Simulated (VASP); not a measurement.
CoSi2:

```
CELL_PARAMETERS angstrom
0.00000 2.74983 2.74983
2.74983 0.00000 2.74983
2.74983 2.74983 0.00000
ATOMIC_POSITIONS crystal
Co 0.00000 0.00000 0.00000
Si 0.25000 0.25000 0.25000
Si 0.75000 0.75000 0.75000
```

Base run:

| Quantity | Value |
| --- | --- |
| Program | VASP 6.6.1 |
| Functional | PBE |
| Potentials or basis | VASP PAW PBE potentials, release 64 (Co, Si) |
| Cutoff | 520 eV |
| k mesh | 14 × 14 × 14 |
| Occupations | gaussian, width 0.15 eV |
| Spin | collinear spin, ferromagnetic start |
| Starting moments | [0.825, 0.0, 0.0] μB |
| Fixed moment | 0.825 μB |

Its results: pressure -9.1 GPa; site moments Co +0.52; Si +0.06 μB.

Problem. The run is repeated on the same cell with these changes: fixed moment from 0.825 μB to 1.375 μB; moments at the start from [0.82, 0.0, 0.0] to [1.38, 0.0, 0.0]. What comes out?

Solution. Pressure -4.5 GPa; site moments Co +0.91; Si +0.10 μB.

Caveats: the total moment is fixed, so each spin has its own Fermi level.
